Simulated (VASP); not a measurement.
A run of VASP 6.6.1 is set up as follows.

Contents of INCAR:

```
PREC = Accurate
ENCUT = 500
EDIFF = 1E-7
ISMEAR = 0
SIGMA = 0.1
LREAL = False
LASPH = True
NELM = 120
ALGO = Normal
ISIF = 3
LWAVE = False
LCHARG = False
GGA = CA
IBRION = 2
NSW = 100
EDIFFG = -0.005
GGA_COMPAT = False
NELMIN = 4
```

KPOINTS

```
Automatic mesh
0
Gamma
  16 16 12
```

Contents of POSCAR:

```
ZnPt
1.0
    2.8022876375      0.0000000000      0.0000000000
    0.0000000000      2.8022876375      0.0000000000
    0.0000000000      0.0000000000      3.4621281924
Zn Pt
1 1
Direct
    0.5000000000      0.5000000000      0.5000000000
    0.0000000000      0.0000000000      0.0000000000
```

Potentials or basis: VASP PAW LDA potentials, release 64 (Zn, Pt).

Launch:

```console
$ cat potpaw_LDA.64/Zn/POTCAR potpaw_LDA.64/Pt/POTCAR > POTCAR
$ mpirun -np 1 vasp_std > vasp.out
```

What does it give for the band gap on the k mesh?

Zero (bands 11 and 12 overlap by 5.00 eV).

Predict the relaxed cell.

a = 2.814 Å, b = 2.814 Å, c = 3.450 Å, α = 90.00°, β = 90.00°, γ = 90.00°.

What does it give for the relaxed volume?

13.66 Å³/atom.

Step by step:
```tsv
step	energy change (eV)	largest force (eV/Å)	pressure (GPa)	volume (Å³)
1	0.0000	0.0000	1.25	27.19
2	0.0011	0.0000	-2.13	27.61
3	-0.0007	0.0000	-0.09	27.35
4	-0.0007	0.0000	-0.06	27.34
5	-0.0008	0.0000	-0.03	27.34
6	-0.0009	0.0000	0.02	27.33
```

Caveat: spin-orbit coupling is left out, which moves the levels of the heavy elements.
